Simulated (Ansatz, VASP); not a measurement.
**Two plane-wave programs on Nb2Te6Mo**

```
Nb Te Mo
1.0
     3.63102    0.00000    0.00000
    -1.81551    3.14456    0.00000
     0.00000    0.00000   22.70562
Nb Te Mo
2 6 1
Direct
  0.00000 0.00000 0.83704
  0.00000 0.00000 0.16296
  0.66667 0.33333 0.08101
  0.66667 0.33333 0.42067
  0.66667 0.33333 0.75456
  0.33333 0.66667 0.91899
  0.33333 0.66667 0.24544
  0.33333 0.66667 0.57933
  0.00000 0.00000 0.50000
```

Alike in both runs: task single point; functional PBE; k mesh 6 × 6 × 1; occupations gaussian, width 0.2 eV; no spin polarisation.

```csv
,VASP,Ansatz
version,VASP 6.6.1,Ansatz 0.2.0
potentials or method,"VASP PAW PBE potentials, release 64 (Nb_sv, Te, Mo_sv), cutoff 520 eV","scalar-relativistic, plane waves, PAW"
valence electrons in the cell,76,136
```

Ansatz gave:

```
gap on the k mesh at the Fermi level (eV)                     : none
pressure (GPa)                                                : 0.0
traceless stress, the component that is largest in VASP (GPa) : 0.22
rms of the force components (eV/Å)                            : 0.032
```

Which values does VASP return?

gap on the k mesh at the Fermi level (eV): none; pressure (GPa): -0.1; traceless stress, the component that is largest in VASP (GPa): 0.25; rms of the force components (eV/Å): 0.032.

Atom by atom the forces differ by 0.004 eV/Å (rms over components). A gap of «none» marks a metal or a gap that the smearing closes. The functional is the same, so the differences come from potentials, cutoffs and numerics. VASP's potentials hold 76 valence electrons a cell and Ansatz's 136, so a difference there can come from the potentials and not from the codes.

Spin-orbit coupling is off throughout.
